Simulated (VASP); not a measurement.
# Os in VASP: notebook

Os is run at these levels: r2SCAN; tasks: single point, relaxation of cell and atoms.

All numbers are computed with VASP 6.6.1; they aren't measurements. Logs are shortened: lines on timing, memory, paths and dates and some standing lists are left out, and cuts for length are marked.

**1. The cell of the first run**

It takes space group Fm-3m (No. 225, cubic). Conventional cell: a = 3.832 Å, b = 3.832 Å, c = 3.832 Å, α = 90.00°, β = 90.00°, γ = 90.00°. Os (site symmetry m-3m) has 12 Os at 2.71 Å within 3.6 Å.

**2. Single point, r2SCAN**

File POSCAR:

```
Os
1.0
    0.0000000000      1.9159225462      1.9159225462
    1.9159225462      0.0000000000      1.9159225462
    1.9159225462      1.9159225462      0.0000000000
Os
1
Direct
    0.0000000000      0.0000000000      0.0000000000
```

File INCAR.step1:

```
  PREC = Accurate
  ENCUT = 520
  ISMEAR = 0
  SIGMA = 0.1
  LREAL = F
  LASPH = T
  NELM = 100
  NBANDS = 10
  GGA = PE
  ALGO = Normal
  EDIFF = 1E-4
  LWAVE = T
  LCHARG = F
```

File INCAR.step2:

```
  PREC = Accurate
  ENCUT = 520
  EDIFF = 1E-7
  ISMEAR = 0
  SIGMA = 0.1
  LREAL = F
  LASPH = T
  NELM = 100
  ALGO = Normal
  ISIF = 2
  LWAVE = F
  LCHARG = F
  METAGGA = R2SCAN
  LMIXTAU = T
  NBANDS = 10
  ISTART = 1
```

File KPOINTS:

```
Automatic mesh
0
Gamma
  18 18 18
```

Potentials or basis: VASP PAW PBE potentials, release 64 (Os).

Launch:

```bash
> cat potpaw_PBE.64/Os/POTCAR > POTCAR
> cp INCAR.step1 INCAR
> mpirun -np 1 vasp_std > vasp.out
> cp INCAR.step2 INCAR
> mpirun -np 1 vasp_std > vasp.out
```

OUTCAR:

```text
PREC = Accurate
   ENCUT = 520
   EDIFF = 1E-7
   ISMEAR = 0
   LREAL = F
   LASPH = T
   NELM = 100
   ISIF = 2
   METAGGA = R2SCAN
   ISTART = 1

 ion  position               nearest neighbor table
   1  0.000  0.000  0.000-

  LATTYP: Found a face centered cubic cell.
 ALAT       =     3.8318450924

  Lattice vectors:

 A1 = (   0.0000000000,   1.9159225462,   1.9159225462)
 A2 = (   1.9159225462,   0.0000000000,   1.9159225462)
 A3 = (   1.9159225462,   1.9159225462,   0.0000000000)

Analysis of symmetry for initial positions (statically):
=====================================================================
 Subroutine PRICEL returns:
 Original cell was already a primitive cell.

 Routine SETGRP: Setting up the symmetry group for a
 face centered cubic supercell.

 Subroutine GETGRP returns: Found 48 space group operations
 (whereof 48 operations were pure point group operations)
 out of a pool of 48 trial point group operations.

The static configuration has the point symmetry O_h .

Analysis of symmetry for dynamics (positions and initial velocities):
=====================================================================
 Subroutine PRICEL returns:
 Original cell was already a primitive cell.

 Routine SETGRP: Setting up the symmetry group for a
 face centered cubic supercell.

 Subroutine GETGRP returns: Found 48 space group operations
 (whereof 48 operations were pure point group operations)
 out of a pool of 48 trial point group operations.

The dynamic configuration has the point symmetry O_h .

 Subroutine INISYM returns: Found 48 space group operations
 (whereof 48 operations are pure point group operations),
 and found     1 'primitive' translations

----------------------------------------------------------------------------------------

                                     Primitive cell

  volume of cell :      14.0658

  direct lattice vectors                    reciprocal lattice vectors
     0.000000000  1.915922546  1.915922546    -0.260970884  0.260970884  0.260970884
     1.915922546  0.000000000  1.915922546     0.260970884 -0.260970884  0.260970884
     1.915922546  1.915922546  0.000000000     0.260970884  0.260970884 -0.260970884

  length of vectors
     2.709523649  2.709523649  2.709523649     0.452014830  0.452014830  0.452014830

  position of ions in fractional coordinates (direct lattice)
     0.000000000  0.000000000  0.000000000

[... 79 lines left out ...]
   IBRION =     -1    ionic relax: 0-MD 1-quasi-New 2-CG
   NFREE  =      0    steps in history (QN), initial steepest desc. (CG)
   ISIF   =      2    stress and relaxation
   ISYM   =      2    0-nonsym 1-usesym 2-fastsym
   POTIM  = 0.5000    time-step for ionic-motion
   TEBEG  =    0.0;   TEEND  =   0.0 temperature during run
   PSTRESS=    0.0 pullay stress
   NELECT =       8.0000    total number of electrons
   NUPDOWN=      -1.0000    fix difference up-down
   EMIN   =  10.00;   EMAX   =-10.00  energy-range for DOS
   EFERMI =   0.00;   METHOD = LEGACY
   ISMEAR =     0;   SIGMA  =   0.10  broadening in eV -4-tet -1-fermi 0-gaus
   EFERMI_NEDOS =   21; number of points for ismear=-14 and -15
   IALGO  =     38    algorithm
   IMIX   =      4    mixing-type and parameters
     AMIX     =   0.40;   BMIX     =  1.00
     AMIX_MAG =   1.60;   BMIX_MAG =  1.00
  volume/ion in A,a.u.               =      14.07        94.92
  Fermi-wavevector in a.u.,A,eV,Ry     =   1.356387  2.563199 25.031796  1.839785
  Thomas-Fermi vector in A             =   2.483394
   LORBIT       =      0    0 simple, 1 ext, 2 COOP (PROOUT), +10 PAW based schemes
   METAGGA = R2SCAN    functional components
   LHFCALC =     F    Hartree Fock is set to
   AEXX    =    0.0000 exact exchange contribution
   IVDW    =     0    specifies the selected vdW correction
   LEPSILON=     F    determine dielectric tensor
   LRPA    =     F    only Hartree local field effects (RPA)
 non-spin polarized calculation
 Gauss-broadening in eV      SIGMA  =   0.10
  energy-cutoff  :      520.00
  volume of cell :       14.07
 maximum number of plane-waves:       392
   NGX =  9   NGY =  9   NGZ =  9

 number of electron       8.0000000 magnetization

 Free energy of the ion-electron system (eV)
  ---------------------------------------------------
  ext. energy  EPLUGINS =         0.00000000
  ---------------------------------------------------
  free energy    TOTEN  =       -52.85628707 eV

  energy without entropy =      -52.85261667  energy(sigma->0) =      -52.85445187

 E-fermi :   9.0075     XC(G=0): -15.3513

 val. band max:        8.9662380001   @ k =  -0.2778   0.1667   0.0000
 cond. band min:       9.0288334387   @ k =  -0.2222   0.2778   0.0556
 fundamental gap:      0.0625954386
 Fermi energy:         9.0074665517

 k-point     1 :       0.0000    0.0000    0.0000
  band No.  band energies     occupation
      1      -2.2036      2.00000
      2       5.9638      2.00000
      3       5.9638      2.00000
      4       5.9638      2.00000
      5       9.0922      0.23085
      6       9.0922      0.23085
      7      23.9964      0.00000
      8      30.1296      0.00000
      9      30.1296      0.00000
     10      30.1296      0.00000
[... 287 lines left out ...]
 k-point    24 :      -0.2222    0.0556    0.0000
  band No.  band energies     occupation
      1       0.2058      2.00000
      2       5.0914      2.00000
      3       6.4535      2.00000
      4       6.5734      2.00000
      5       8.7154      1.99996
      6       9.7395      0.00000
      7      24.3906      0.00000
      8      27.5650      0.00000
      9      33.0040      0.00000
     10      34.3014      0.00000

 [... further k-points ...]

------------------------ aborting loop because EDIFF is reached ----------------------------------------

  FORCE on cell =-STRESS in cart. coord.  units (eV):
  Direction    XX          YY          ZZ          XY          YZ          ZX
  --------------------------------------------------------------------------------------
  -------------------------------------------------------------------------------------
  Total        0.0899495      0.0899495      0.0899495     -0.0000000     -0.0000000      0.0000000
  in kB       10.2457897     10.2457897     10.2457897     -0.0000000     -0.0000000      0.0000000
  external PRESSURE =      10.2457897 kB  Pullay stress =       0.0000000 kB

 VOLUME and BASIS-vectors are now :
 -----------------------------------------------------------------------------
  energy-cutoff  :      520.00
  volume of cell :       14.07
      direct lattice vectors                 reciprocal lattice vectors
     0.000000000  1.915922546  1.915922546    -0.260970884  0.260970884  0.260970884
     1.915922546  0.000000000  1.915922546     0.260970884 -0.260970884  0.260970884
     1.915922546  1.915922546  0.000000000     0.260970884  0.260970884 -0.260970884

 POSITION                                       TOTAL-FORCE (eV/Angst)
 -----------------------------------------------------------------------------------
      0.00000      0.00000      0.00000         0.000000      0.000000     -0.000000
 -----------------------------------------------------------------------------------
    total drift:                                0.000000     -0.000000     -0.000000

  FREE ENERGIE OF THE ION-ELECTRON SYSTEM (eV)
  ---------------------------------------------------
  free  energy   TOTEN  =       -52.8562870739 eV

  energy  without entropy=      -52.8526166659  energy(sigma->0) =      -52.85445187
```

It took 93 s on 1 thread of Intel Xeon Platinum 8259CL at 2.50GHz (Skylake/Cascade Lake), shared host; peak memory 0.15 GiB.

Results:

- Free energy: -52.8563 eV
- Pressure: 1.0 GPa
- Band gap on the k mesh: zero (band 4 reaches 11.53 eV, above the bottom of band 5 at 7.60 eV)

Levels at points of the mesh, in eV from the Fermi level:
```tsv
k point	band 1	band 2	band 3	band 4	band 5	band 6	band 7	band 8
(0.00, 0.00, 0.00)	-11.21	-3.04	-3.04	-3.04	0.08	0.08	14.99	21.12
(0.50, 0.00, 0.00)	-7.95	-3.22	-3.22	-0.20	2.58	2.58	9.48	14.56
(0.50, 0.50, 0.00)	-7.83	-7.10	2.46	2.52	3.30	3.30	12.92	12.92
```

Caveat: the PAW data sets were made with another functional, which shifts forces and pressure a little; spin-orbit coupling is left out, which moves the levels of the heavy elements.

**3. Relaxation of cell and atoms, r2SCAN**

This run uses another cell than the first one, of 14.20 Å³/atom, 1.010 times its volume.

File POSCAR:

```
Os
1.0
    0.0000000000      1.9220413878      1.9220413878
    1.9220413878      0.0000000000      1.9220413878
    1.9220413878      1.9220413878      0.0000000000
Os
1
Direct
    0.0000000000      0.0000000000      0.0000000000
```

File INCAR.step1:

```
SYSTEM = Os
PREC     = Accurate       ! precision mode
ENCUT    = 600            ! plane-wave cutoff, eV
ISMEAR   = 0              ! smearing method
SIGMA    = 0.1            ! smearing width, eV
LREAL    = .FALSE.        ! projectors in reciprocal space
LASPH    = .TRUE.         ! aspherical terms in the spheres
NELM     = 100            ! most SCF steps
GGA      = PE             ! functional
ALGO     = Normal         ! electronic algorithm
EDIFF    = 1E-4           ! SCF threshold, eV
LWAVE    = .TRUE.         ! write WAVECAR
LCHARG   = .FALSE.        ! write CHGCAR
```

File INCAR.step2:

```
SYSTEM = Os
PREC     = Accurate       ! precision mode
ENCUT    = 600            ! plane-wave cutoff, eV
EDIFF    = 1E-7           ! SCF threshold, eV
ISMEAR   = 0              ! smearing method
SIGMA    = 0.1            ! smearing width, eV
LREAL    = .FALSE.        ! projectors in reciprocal space
LASPH    = .TRUE.         ! aspherical terms in the spheres
NELM     = 100            ! most SCF steps
ALGO     = Normal         ! electronic algorithm
ISIF     = 3              ! what is computed and relaxed
LWAVE    = .FALSE.        ! write WAVECAR
LCHARG   = .FALSE.        ! write CHGCAR
METAGGA  = R2SCAN         ! meta-GGA
LMIXTAU  = .TRUE.       
IBRION   = 2              ! ionic algorithm
NSW      = 100            ! ionic steps
EDIFFG   = -0.01          ! ionic threshold
ISTART   = 1
```

File KPOINTS:

```
regular mesh
0
G
  18 18 18
  0 0 0
```

Potentials or basis: VASP PAW PBE potentials, release 64 (Os).

Launch:

```bash
> cat potpaw_PBE.64/Os/POTCAR > POTCAR
> cp INCAR.step1 INCAR
> mpirun -np 1 vasp_std > vasp.out
> cp INCAR.step2 INCAR
> mpirun -np 1 vasp_std > vasp.out
```

It took 3.8 min on 1 thread of Intel Xeon Platinum 8259CL at 2.50GHz (Skylake/Cascade Lake), shared host; peak memory 0.17 GiB.

It converged, with:

```yaml
Free_energy: -52.8566 eV
Relaxed_volume: 14.10 Å³/atom
Relaxed_cell: a = 2.712 Å, b = 2.712 Å, c = 2.712 Å, α = 60.00°, β = 60.00°, γ = 60.00°
Space_group_after_relaxing_to_0.05_Å: Fm-3m (No. 225)
Energy_gained_by_relaxing: 0.9 meV/atom
Ionic_steps: 3
Pressure_after_relaxing: 0.0 GPa
Band_gap_on_the_k_mesh: zero (band 4 reaches 11.47 eV, above the bottom of band 5 at 7.56 eV)
```

The path:
```csv
step,energy change (eV),largest force (eV/Å),pressure (GPa),volume (Å³)
1,0.0000,0.0000,-2.90,14.20
2,0.0171,0.0000,14.06,13.68
3,-0.0009,0.0000,-0.02,14.10
```

Final structure:
```
Os
1.0
     0.00000    1.91765    1.91765
     1.91765    0.00000    1.91765
     1.91765    1.91765    0.00000
Os
1
Direct
  0.00000 0.00000 0.00000
```

Levels at points of the mesh, in eV from the Fermi level:
| k point | band 1 | band 2 | band 3 | band 4 | band 5 | band 6 | band 7 | band 8 |
| --- | --- | --- | --- | --- | --- | --- | --- | --- |
| (0.00, 0.00, 0.00) | -11.19 | -3.03 | -3.03 | -3.03 | 0.08 | 0.08 | 14.99 | 21.11 |
| (0.50, 0.00, 0.00) | -7.93 | -3.21 | -3.21 | -0.20 | 2.57 | 2.57 | 9.44 | 14.56 |
| (0.50, 0.50, 0.00) | -7.80 | -7.07 | 2.45 | 2.51 | 3.28 | 3.28 | 12.90 | 12.90 |

Caveat: the PAW data sets were made with another functional, which shifts forces and pressure a little; spin-orbit coupling is left out, which moves the levels of the heavy elements.

**4. Single point, r2SCAN**

This run uses another cell than the first one: it holds 3 atoms, not 1.

File POSCAR:

```
Os
1.0
    2.7201819800      0.0000000000      0.0000000000
   -1.3600909900      2.3557466976      0.0000000000
    0.0000000000      0.0000000000      6.5954653800
Os
3
Direct
    0.3333261684      0.0000000000      0.3333333333
    0.0000000000      0.3333261684      0.6666666667
    0.6666738316      0.6666738316      0.0000000000
```

File INCAR.step1:

```
SYSTEM = Os
PREC = Accurate
ENCUT = 520
ISMEAR = 0
SIGMA = 0.1
LREAL = .False.
LASPH = .True.
NELM = 60
NBANDS = 19
GGA = PE
ALGO = Normal
EDIFF = 1E-4
LWAVE = .True.
LCHARG = .False.
```

File INCAR.step2:

```
SYSTEM = Os
PREC = Accurate
ENCUT = 520
EDIFF = 1E-6
ISMEAR = 0
SIGMA = 0.1
LREAL = .False.
LASPH = .True.
NELM = 60
ALGO = Normal
ISIF = 2
LWAVE = .False.
LCHARG = .False.
METAGGA = R2SCAN
LMIXTAU = .True.
NBANDS = 19
ISTART = 1
```

File KPOINTS:

```
Automatic mesh
0
Gamma
  6 6 4
  0 0 0
```

Potentials or basis: VASP PAW PBE potentials, release 64 (Os).

Launch:

```bash
> cat potpaw_PBE.64/Os/POTCAR > POTCAR
> cp INCAR.step1 INCAR
> mpirun -np 1 vasp_std > vasp.out
> cp INCAR.step2 INCAR
> mpirun -np 1 vasp_std > vasp.out
```

OUTCAR:

```text
SYSTEM = Os
   PREC = Accurate
   ENCUT = 520
   EDIFF = 1E-6
   ISMEAR = 0
   LREAL = .False.
   LASPH = .True.
   NELM = 60
   ISIF = 2
   METAGGA = R2SCAN
   ISTART = 1

 ion  position               nearest neighbor table
   1  0.333  0.000  0.333-   3 2.70   2 2.70   3 2.70   3 2.70   2 2.70   2 2.70
   2  0.000  0.333  0.667-   3 2.70   1 2.70   3 2.70   3 2.70   1 2.70   1 2.70
   3  0.667  0.667  0.000-   1 2.70   2 2.70   1 2.70   2 2.70   2 2.70   1 2.70

  LATTYP: Found a hexagonal cell.
 ALAT       =     2.7201819800
[... 721 lines left out ...]

  FORCE on cell =-STRESS in cart. coord.  units (eV):
  Direction    XX          YY          ZZ          XY          YZ          ZX
  --------------------------------------------------------------------------------------
  -------------------------------------------------------------------------------------
  Total        0.2415570      0.2415570      0.2811002      0.0000000      0.0000000     -0.0000000
  in kB        9.1571065      9.1571065     10.6561349      0.0000000      0.0000000     -0.0000000
  external PRESSURE =       9.6567826 kB  Pullay stress =       0.0000000 kB

 VOLUME and BASIS-vectors are now :
 -----------------------------------------------------------------------------
  energy-cutoff  :      520.00
  volume of cell :       42.26
      direct lattice vectors                 reciprocal lattice vectors
     2.720181980  0.000000000  0.000000000     0.367622463  0.212246928  0.000000000
    -1.360090990  2.355746698  0.000000000     0.000000000  0.424493856  0.000000000
     0.000000000  0.000000000  6.595465380     0.000000000  0.000000000  0.151619324

 POSITION                                       TOTAL-FORCE (eV/Angst)
 -----------------------------------------------------------------------------------
      0.90671      0.00000      2.19849         0.000153     -0.000000      0.000000
     -0.45335      0.78523      4.39698        -0.000077      0.000133     -0.000000
      0.90674      1.57051      0.00000        -0.000077     -0.000133     -0.000000
 -----------------------------------------------------------------------------------
    total drift:                               -0.000001     -0.000001     -0.000000

  FREE ENERGIE OF THE ION-ELECTRON SYSTEM (eV)
  ---------------------------------------------------
  free  energy   TOTEN  =      -158.5117442267 eV

  energy  without entropy=     -158.5037533556  energy(sigma->0) =     -158.50774879
```

OSZICAR.step1:

```text
N       E                     dE             d eps       ncg     rms          rms(c)
DAV:   1     0.168705663713E+03    0.16871E+03   -0.11080E+04   912   0.120E+03
DAV:   2    -0.238151506033E+02   -0.19252E+03   -0.17989E+03   927   0.406E+02
DAV:   3    -0.350720408834E+02   -0.11257E+02   -0.10552E+02  1076   0.792E+01
DAV:   4    -0.353340909232E+02   -0.26205E+00   -0.26077E+00  1000   0.132E+01
DAV:   5    -0.353370348766E+02   -0.29440E-02   -0.29429E-02  1061   0.108E+00    0.283E+01
DAV:   6    -0.337417066485E+02    0.15953E+01   -0.16295E+00  1007   0.938E+00    0.130E+01
DAV:   7    -0.332771299609E+02    0.46458E+00   -0.11278E+00  1025   0.767E+00    0.654E-01
DAV:   8    -0.332666672660E+02    0.10463E-01   -0.12400E-02   960   0.827E-01    0.155E-01
DAV:   9    -0.332656194409E+02    0.10478E-02   -0.13129E-03   978   0.364E-01    0.557E-02
DAV:  10    -0.332656703161E+02   -0.50875E-04   -0.38187E-05   528   0.447E-02
   1 F= -.33265670E+02 E0= -.33261484E+02  d E =-.837175E-02
```

Wall time 83 s (1 thread of AMD EPYC 7R13 (Zen 3), shared host); peak memory 0.13 GiB.

Results:

* Free energy: -158.5117 eV
* Pressure: 1.0 GPa
* Band gap on the k mesh: zero (band 12 reaches 11.48 eV, above the bottom of band 13 at 7.71 eV)

Stress tensor (GPa, compression positive):
```
0.92 0.00 0.00
0.00 0.92 0.00
0.00 0.00 1.07
```

Caveat: the k points lie up to 0.44 Å⁻¹ apart; the PAW data sets were made with another functional, which shifts forces and pressure a little; spin-orbit coupling is left out, which moves the levels of the heavy elements.

**5. Overview**

| task | cell | k mesh | cutoff (eV) | gap on the mesh (eV) | pressure (GPa) |
| --- | --- | --- | --- | --- | --- |
| single point | a = 2.710 Å, angles 60.0°, 1 atom | 18 × 18 × 18 | 520 | none | 1.0 |
| relaxation of cell and atoms | relaxed from a = 2.718 Å, angles 60.0°, 1 atom | 18 × 18 × 18 | 600 | none | 0.0 |
| single point | a = 2.720, b = 2.720, c = 6.595 Å, angles 90.0, 90.0, 120.0°, 3 atoms | 6 × 6 × 4 | 520 | none | 1.0 |

Alike in all rows: level r2SCAN; potentials or basis VASP PAW PBE potentials, release 64 (Os); no spin polarisation; smearing gaussian 0.1 eV.

Caveats: some runs use coarse meshes; the PAW data sets were made with another functional, which shifts forces and pressure a little; spin-orbit coupling is left out, which moves the levels of the heavy elements.

Total energies depend on the potentials used, so only differences within one code and one set of settings carry meaning.
